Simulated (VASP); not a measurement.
The system is IrRh5.

```xyz
6
Lattice="4.6472 0.0000 0.0000 -2.3236 4.0246 0.0000 0.0000 0.0000 4.3863" Properties=species:S:1:pos:R:3 pbc="T T T"
Ir    0.0000    0.0000    0.0000
Rh    2.3236    1.3415    0.0000
Rh    0.0000    2.6830    0.0000
Rh    1.5491    0.0000    2.1931
Rh   -0.7745    1.3415    2.1931
Rh    1.5491    2.6830    2.1931
```

* Program: VASP 6.6.1
* Task: relaxation of cell and atoms
* Functional: PBE
* Potentials or basis: VASP PAW PBE potentials, release 64 (Ir, Rh_pv)
* Cutoff: 600 eV
* k mesh: 6 × 6 × 4
* Occupations: gaussian, width 0.1 eV
* Spin: no spin polarisation

At the start: pressure 9.8 GPa; volume 13.67 Å³/atom.

Task: Where does the relaxation end?

Result: Over 6 steps the energy falls by 14.7 meV/atom and the volume is 14.13 Å³/atom (+3.4 %); space group P-62m (No. 189, to 0.05 Å).

Step by step:
```csv
step,energy change (eV),largest force (eV/Å),pressure (GPa),volume (Å³)
1,0.0000,0.0525,9.77,82.04
2,0.3888,0.1163,-18.51,92.33
3,-0.0854,0.0688,-0.50,84.94
4,-0.0855,0.0683,-0.22,84.85
5,-0.0881,0.0236,0.07,84.77
6,-0.0883,0.0322,0.02,84.78
```

Final structure:
```
Ir Rh
1.0
     4.71581    0.00000    0.00000
    -2.35790    4.08401    0.00000
     0.00000    0.00000    4.40224
Ir Rh
1 5
Direct
  0.00000 0.00000 0.00000
  0.66667 0.33333 0.00000
  0.33333 0.66667 0.00000
  0.33267 0.00000 0.50000
  0.00000 0.33267 0.50000
  0.66733 0.66733 0.50000
```
